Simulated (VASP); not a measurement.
Ga:

```
CELL_PARAMETERS angstrom
2.72170 0.00000 0.00000
0.00000 3.21462 0.00000
-1.31601 0.00000 3.90882
ATOMIC_POSITIONS crystal
Ga 0.13460 0.75000 0.77017
Ga 0.86540 0.25000 0.22983
```

Base run:

| Property | Result |
| --- | --- |
| Program | VASP 6.6.1 |
| Functional | PBE |
| Potentials or basis | VASP PAW PBE potentials, release 64 (Ga_d) |
| Cutoff | 520 eV |
| k mesh | 10 × 8 × 7 |
| Occupations | fermi-dirac, width 0.05 eV |
| Spin | no spin polarisation |

Its results: band gap on the k mesh zero (bands 13 and 14 overlap by 8.78 eV); pressure 7.6 GPa; largest force 0.112 eV/Å.

Problem. The run is repeated on the same cell with these changes: functional from PBE to PBEsol; further incar settings from ALGO = Normal; EDIFF = 1e-06; NBANDS = 20 to ALGO = Fast; EDIFF = 1e-06; NBANDS = 20. What comes out?

Solution. Band gap on the k mesh zero (bands 13 and 14 overlap by 8.78 eV); pressure 3.6 GPa; largest force 0.095 eV/Å.

Caveats: the cell stands under pressure; the PAW data sets were made with another functional, which shifts forces and pressure a little (at least some runs).
